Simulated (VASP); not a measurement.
Crystal: DyGe3P.

```
Dy Ge P
1.0
     4.75133    0.00000    0.00000
     0.00000    4.75133    0.00000
     0.00000    0.00000    4.75133
Dy Ge P
1 3 1
Cartesian
  0.0000 0.0000 0.0000
  0.0000 2.3757 2.3757
  2.3757 0.0000 2.3757
  2.3757 2.3757 0.0000
  2.3757 2.3757 2.3757
```

The cell was built from a structure type or drawn by symmetry, and may not be a known phase.

* Program: VASP 6.6.1
* Task: relaxation of cell and atoms
* Functional: PBE
* Potentials or basis: VASP PAW PBE potentials, release 64 (Dy_3, Ge_d, P), 4f in core
* Cutoff: 500 eV
* k mesh: 8 × 8 × 8
* Occupations: gaussian, width 0.1 eV
* Spin: no spin polarisation

At the start: pressure 3.0 GPa; volume 21.45 Å³/atom.

Q: How do energy, volume and symmetry change on relaxing?

A: Over 3 steps the energy falls by 8.9 meV/atom and the volume is 22.43 Å³/atom (+4.6 %); space group Pm-3m (No. 221, to 0.1 Å) before and after.

Step by step:
```csv
step,energy change (eV),largest force (eV/Å),pressure (GPa),volume (Å³)
1,0.0000,0.0000,3.00,107.26
2,-0.0408,0.0000,-0.78,113.63
3,-0.0444,0.0000,0.01,112.16
```

Final structure:
```
Dy Ge P
1.0
     4.82258    0.00000    0.00000
     0.00000    4.82258    0.00000
     0.00000    0.00000    4.82258
Dy Ge P
1 3 1
Direct
  0.00000 0.00000 0.00000
  0.00000 0.50000 0.50000
  0.50000 0.00000 0.50000
  0.50000 0.50000 0.00000
  0.50000 0.50000 0.50000
```
